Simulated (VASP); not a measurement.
# BaTiO3 (P1) in VASP: notebook

Runs on BaTiO3. Level: LDA+U. Tasks: single point.

All numbers are computed with VASP 6.6.1; they aren't measurements. Logs are shortened: lines on timing, memory, paths and dates and some standing lists are left out, and cuts for length are marked.

## 1. The cell of the first run

The typed cell holds 5 atoms: a = 3.709 Å, b = 4.185 Å, c = 3.896 Å, α = 89.29°, β = 84.41°, γ = 90.46°.

## 2. Single point, LDA+U

Contents of INCAR:

```
ALGO = Normal
EDIFF = 1E-6
ENCUT = 600
GGA = CA
GGA_COMPAT = False
ISIF = 2
ISMEAR = -1
LASPH = True
LCHARG = False
LDAU = True
LDAUJ = 0 0 0
LDAUL = -1 2 -1
LDAUPRINT = 1
LDAUTYPE = 2
LDAUU = 0 2 0
LMAXMIX = 4
LREAL = False
LWAVE = False
NBANDS = 28
NELM = 200
PREC = Accurate
SIGMA = 0.05
```

Contents of KPOINTS:

```
k-points
0
Gamma
  7 7 7
```

Contents of POSCAR:

```
BaTiO3
1.0
    3.7045201400     -0.0164086700      0.1850707500
   -0.0164086700      4.1845119100      0.0252851300
    0.1859128600      0.0254001800      3.8917432000
Ba Ti O
1 1 3
Direct
    0.0079135000      0.8826144600      0.9595903500
    0.5057494400      0.4221216700      0.5978274100
    0.4583818900      0.7889325800      0.9816514100
    0.5577995400      0.8957006400      0.4656881200
    0.9701556400      0.5106306500      0.4952427000
```

Potentials or basis: VASP PAW LDA potentials, release 64 (Ba_sv, Ti_sv, O).

On the command line:

```sh
cat potpaw_LDA.64/Ba_sv/POTCAR potpaw_LDA.64/Ti_sv/POTCAR potpaw_LDA.64/O/POTCAR > POTCAR
mpirun -np 1 vasp_std > vasp.out
```

OUTCAR:

```text
EDIFF = 1E-6
   ENCUT = 600
   GGA = CA
   ISIF = 2
   ISMEAR = -1
   LASPH = True
   LREAL = False
   NELM = 200
   PREC = Accurate

 ion  position               nearest neighbor table
   1  0.008  0.883  0.960-   3 1.73   3 2.07   5 2.41   4 2.46   5 2.58   4 2.66   4 2.67   2 2.95
                             4 2.97   2 3.11   2 3.14   5 3.18   2 3.32   2 3.51   2 3.75   2 3.76
   2  0.506  0.422  0.598-   5 1.77   4 2.04   5 2.10   3 2.15   4 2.27   1 2.95   1 3.11   1 3.14
                             1 3.32   1 3.51   1 3.75   1 3.76
   3  0.458  0.789  0.982-   1 1.73   1 2.07   2 2.15
   4  0.558  0.896  0.466-   2 2.04   2 2.27   1 2.46   1 2.66   1 2.67   1 2.97
   5  0.970  0.511  0.495-   2 1.77   2 2.10   1 2.41   1 2.58   1 3.18

  LATTYP: Found a triclinic cell.
 ALAT       =     5.6141407511
 B/A-ratio  =     0.7453714930
 C/A-ratio  =     1.5512649912
 COS(alpha) =     0.0013142915
 COS(beta)  =     0.5925599415
 COS(gamma) =     0.7506823826

  Lattice vectors:

 A1 = (  -3.7209288100,   4.2009205800,  -0.1597856200)
 A2 = (  -0.0164086700,   4.1845119100,   0.0252851300)
 A3 = (  -7.5949531400,   0.0074171600,  -4.2618847000)

Analysis of symmetry for initial positions (statically):
=====================================================================
 Subroutine PRICEL returns:
 Original cell was already a primitive cell.

 Routine SETGRP: Setting up the symmetry group for a
 triclinic supercell.

 Subroutine GETGRP returns: Found  1 space group operations
 (whereof  1 operations were pure point group operations)
 out of a pool of  2 trial point group operations.

The static configuration has the point symmetry C_1 .

Analysis of symmetry for dynamics (positions and initial velocities):
=====================================================================
 Subroutine PRICEL returns:
 Original cell was already a primitive cell.

 Routine SETGRP: Setting up the symmetry group for a
 triclinic supercell.

 Subroutine GETGRP returns: Found  1 space group operations
 (whereof  1 operations were pure point group operations)
[... 153 lines left out ...]

spin component  1

  0.1462 -0.0140  0.0039  0.0138  0.0224
 -0.0140  0.1746 -0.0046  0.0002  0.0098
  0.0039 -0.0046  0.2233  0.0284 -0.0226
  0.0138  0.0002  0.0284  0.1748 -0.0198
  0.0224  0.0098 -0.0226 -0.0198  0.2415

spin component  2

  0.1462 -0.0140  0.0039  0.0138  0.0224
 -0.0140  0.1746 -0.0046  0.0002  0.0098
  0.0039 -0.0046  0.2233  0.0284 -0.0226
  0.0138  0.0002  0.0284  0.1748 -0.0198
  0.0224  0.0098 -0.0226 -0.0198  0.2415

 occupancies and eigenvectors

  o =  0.1282  v =  0.8357  0.3104  0.0332 -0.3756 -0.2512  0.0000  0.0000  0.0000  0.0000  0.0000      0.0000  0.0000  0.0000  0.0000  0.0000  0.0000  0.0000  0.0000  0.0000  0.0000
  o =  0.1282  v =  0.0000  0.0000  0.0000  0.0000  0.0000  0.8357  0.3104  0.0332 -0.3756 -0.2512      0.0000  0.0000  0.0000  0.0000  0.0000  0.0000  0.0000  0.0000  0.0000  0.0000
  o =  0.1659  v =  0.2861  0.2519 -0.4165  0.8250 -0.0253  0.0000  0.0000  0.0000  0.0000  0.0000      0.0000  0.0000  0.0000  0.0000  0.0000  0.0000  0.0000  0.0000  0.0000  0.0000
  o =  0.1659  v =  0.0000  0.0000  0.0000  0.0000  0.0000  0.2861  0.2519 -0.4165  0.8250 -0.0253      0.0000  0.0000  0.0000  0.0000  0.0000  0.0000  0.0000  0.0000  0.0000  0.0000
  o =  0.1796  v = -0.3615  0.9113  0.1848 -0.0586  0.0356  0.0000  0.0000  0.0000  0.0000  0.0000      0.0000  0.0000  0.0000  0.0000  0.0000  0.0000  0.0000  0.0000  0.0000  0.0000
  o =  0.1796  v =  0.0000  0.0000  0.0000  0.0000  0.0000 -0.3615  0.9113  0.1848 -0.0586  0.0356      0.0000  0.0000  0.0000  0.0000  0.0000  0.0000  0.0000  0.0000  0.0000  0.0000
  o =  0.2168  v = -0.2892  0.0310 -0.6902 -0.2761 -0.6023  0.0000  0.0000  0.0000  0.0000  0.0000      0.0000  0.0000  0.0000  0.0000  0.0000  0.0000  0.0000  0.0000  0.0000  0.0000
  o =  0.2168  v =  0.0000  0.0000  0.0000  0.0000  0.0000 -0.2892  0.0310 -0.6902 -0.2761 -0.6023      0.0000  0.0000  0.0000  0.0000  0.0000  0.0000  0.0000  0.0000  0.0000  0.0000
  o =  0.2699  v =  0.0000  0.0000  0.0000  0.0000  0.0000 -0.0738 -0.0933  0.5611  0.3142 -0.7565      0.0000  0.0000  0.0000  0.0000  0.0000  0.0000  0.0000  0.0000  0.0000  0.0000
  o =  0.2699  v = -0.0738 -0.0933  0.5611  0.3142 -0.7565  0.0000  0.0000  0.0000  0.0000  0.0000      0.0000  0.0000  0.0000  0.0000  0.0000  0.0000  0.0000  0.0000  0.0000  0.0000

 number of electron      40.0000006 magnetization

 Free energy of the ion-electron system (eV)
  ---------------------------------------------------
  ext. energy  EPLUGINS =         0.00000000
  ---------------------------------------------------
  free energy    TOTEN  =       -28.42248173 eV

  energy without entropy =      -28.40437657  energy(sigma->0) =      -28.41342915

 E-fermi :   6.4051     XC(G=0): -11.9006

 val. band max:        6.4032576581   @ k =  -0.2857   0.0000   0.1429
 cond. band min:       6.4091241147   @ k =  -0.2857   0.1429   0.1429
 fundamental gap:      0.0058664567
 Fermi energy:         6.4050558084

 k-point     1 :       0.0000    0.0000    0.0000
  band No.  band energies     occupation
      1     -51.4966      2.00000
      2     -28.3934      2.00000
      3     -28.0902      2.00000
      4     -28.0549      2.00000
      5     -22.1112      2.00000
      6     -13.1534      2.00000
[... 733 lines left out ...]
     27      12.8660      0.00000
     28      13.3435      0.00000

 [... further k-points ...]
[... 5 lines left out ...]
  --------------------------------------------------------------------------------------
  -------------------------------------------------------------------------------------
  Total       50.9182228      1.6285323     16.1528859     -5.5772522     -0.6950848      0.9334976
  in kB     1355.5839707     43.3560344    430.0345144   -148.4818843    -18.5050812     24.8522878
  external PRESSURE =     609.6581731 kB  Pullay stress =       0.0000000 kB

 VOLUME and BASIS-vectors are now :
 -----------------------------------------------------------------------------
  energy-cutoff  :      600.00
  volume of cell :       60.18
      direct lattice vectors                 reciprocal lattice vectors
     3.704520140 -0.016408670  0.185070750     0.270591694  0.001139221 -0.012933899
    -0.016408670  4.184511910  0.025285130     0.001139221  0.238990719 -0.001614239
     0.185912860  0.025400180  3.891743200    -0.012875313 -0.001606927  0.257579817

 POSITION                                       TOTAL-FORCE (eV/Angst)
 -----------------------------------------------------------------------------------
      0.19323      3.71755      3.75826       -12.603848      8.876446      0.112399
      1.97778      1.77326      2.43086        -0.901955     -0.021157     -2.049359
      1.86764      3.31871      3.92512        11.608204     -9.484544      0.864827
      2.13826      3.75075      1.93822        -1.144598      4.289485      0.746553
      3.67765      2.13340      2.11982         3.042197     -3.660230      0.325581
 -----------------------------------------------------------------------------------
    total drift:                                0.000979      0.001109     -0.000793

  FREE ENERGIE OF THE ION-ELECTRON SYSTEM (eV)
  ---------------------------------------------------
  free  energy   TOTEN  =       -28.4224817274 eV

  energy  without entropy=      -28.4043765733  energy(sigma->0) =      -28.41342915
```

OSZICAR:

```text
N       E                     dE             d eps       ncg     rms          rms(c)
DAV:   1     0.479675962937E+03    0.47968E+03   -0.22453E+04  9632   0.172E+03
DAV:   2     0.137578935429E+02   -0.46592E+03   -0.44144E+03 10564   0.461E+02
DAV:   3    -0.418832378263E+02   -0.55641E+02   -0.54293E+02 13924   0.151E+02
DAV:   4    -0.444727443364E+02   -0.25895E+01   -0.25775E+01 13616   0.292E+01
DAV:   5    -0.445510133268E+02   -0.78269E-01   -0.78256E-01 12944   0.435E+00    0.450E+01
DAV:   6    -0.333939851801E+02    0.11157E+02   -0.12093E+02 13712   0.991E+01    0.306E+01
DAV:   7    -0.320452682785E+02    0.13487E+01   -0.14457E+02 13144   0.699E+01    0.210E+01
DAV:   8    -0.286984383534E+02    0.33468E+01   -0.73448E+00 13196   0.226E+01    0.824E+00
DAV:   9    -0.287700185555E+02   -0.71580E-01   -0.65317E+00 14736   0.134E+01    0.655E+00
DAV:  10    -0.284493236868E+02    0.32069E+00   -0.16931E+00 11936   0.602E+00    0.198E+00
DAV:  11    -0.284277661446E+02    0.21558E-01   -0.41068E-01 13196   0.319E+00    0.841E-01
DAV:  12    -0.284264037688E+02    0.13624E-02   -0.13833E-01 12576   0.161E+00    0.707E-01
DAV:  13    -0.284233494921E+02    0.30543E-02   -0.64861E-02 13172   0.112E+00    0.284E-01
DAV:  14    -0.284224733676E+02    0.87612E-03   -0.78664E-03 11576   0.468E-01    0.438E-02
DAV:  15    -0.284224914106E+02   -0.18043E-04   -0.27789E-04 12164   0.102E-01    0.420E-02
DAV:  16    -0.284224834137E+02    0.79969E-05   -0.59951E-05 12644   0.424E-02    0.164E-02
DAV:  17    -0.284224826300E+02    0.78374E-06   -0.35300E-05 11896   0.311E-02    0.920E-03
DAV:  18    -0.284224817274E+02    0.90258E-06   -0.63527E-06  7564   0.133E-02
   1 F= -.28422482E+02 E0= -.28413429E+02  d E =-.181052E-01
```

It took 2.7 min on 1 thread of Intel Xeon 6975P-C (Granite Rapids), shared host; peak memory 0.42 GiB.

What came out:

```yaml
Free_energy: -28.4225 eV
Pressure: 61.0 GPa
Largest_force: 15.416 eV/Å
Band_gap_on_the_k_mesh: zero (bands 20 and 21 overlap by 0.10 eV)
```

Forces on the atoms (eV/Å):
```
Ba  -12.604   8.876   0.112
Ti   -0.902  -0.021  -2.049
O    11.608  -9.485   0.865
O    -1.145   4.289   0.747
O     3.042  -3.660   0.326
```

Eigenvalues of the final occupation matrices:
| site | spin | trace | eigenvalues |
| --- | --- | --- | --- |
| site 2 d | 1 | 0.96 | 0.13 0.17 0.18 0.22 0.27 |
| site 2 d | 2 | 0.96 | 0.13 0.17 0.18 0.22 0.27 |

Caveat: the stress differs along the axes, from 4 to 136 GPa; spin-orbit coupling is left out, which moves the levels of the heavy elements; U without spin polarisation on a metal has little footing; forces of over 1 eV/Å act on the atoms, so gaps and moduli don't describe the material at rest.

## 3. Single point, LDA+U

Contents of INCAR:

```
SYSTEM = BaTiO3
PREC = Accurate ; ENCUT = 600
EDIFF = 1E-6 ; ISMEAR = -1
SIGMA = 0.05 ; LREAL = .False.
LASPH = .True. ; NELM = 200
ALGO = Normal ; ISIF = 2
LWAVE = .False. ; LCHARG = .True.
LMAXMIX = 4 ; LDAU = .True.
LDAUTYPE = 2 ; LDAUL = -1 2 -1
LDAUU = 0 4 0 ; LDAUJ = 0 0 0
LDAUPRINT = 1 ; GGA = CA
LELF = .True. ; LVHAR = .True.
NBANDS = 28 ; GGA_COMPAT = .False.
```

Contents of KPOINTS:

```
regular mesh
0
Gamma
  7 7 7
  0 0 0
```

POSCAR is that of step 2.

Potentials or basis: VASP PAW LDA potentials, release 64 (Ba_sv, Ti_sv, O).

On the command line:

```sh
cat potpaw_LDA.64/Ba_sv/POTCAR potpaw_LDA.64/Ti_sv/POTCAR potpaw_LDA.64/O/POTCAR > POTCAR
mpirun -np 1 vasp_std > vasp.out
```

Run time: 7.4 min. Hardware: 1 thread of Oxide Virtual Turin-like, shared host; peak memory 0.39 GiB.

The run converged. Its results:

- Free energy: -26.9220 eV
- Pressure: 62.9 GPa
- Largest force: 15.414 eV/Å
- Band gap on the k mesh: zero (bands 20 and 21 overlap by 0.09 eV)

Forces on the atoms (eV/Å):
```
Ba  -12.568   8.923   0.172
Ti   -1.226  -0.290  -2.060
O    11.508  -9.478   0.905
O    -1.120   4.440   0.732
O     3.406  -3.594   0.251
```

Stress tensor (GPa, compression positive):
```
138.40 -14.45   2.12
-14.45   5.88  -1.74
  2.12  -1.74  44.35
```

Levels at points of the mesh, in eV from the Fermi level:
| k point | band 18 | band 19 | band 20 | band 21 | band 22 | band 23 |
| --- | --- | --- | --- | --- | --- | --- |
| (0.00, 0.00, 0.00) | -2.27 | -0.94 | -0.72 | 0.22 | 1.00 | 2.03 |

Eigenvalues of the final occupation matrices:
```tsv
site	spin	trace	eigenvalues
site 2 d	1	0.92	0.12 0.15 0.17 0.21 0.27
site 2 d	2	0.92	0.12 0.15 0.17 0.21 0.27
```

Caveat: the stress differs along the axes, from 6 to 138 GPa; spin-orbit coupling is left out, which moves the levels of the heavy elements; U without spin polarisation on a metal has little footing; forces of over 1 eV/Å act on the atoms, so gaps and moduli don't describe the material at rest.
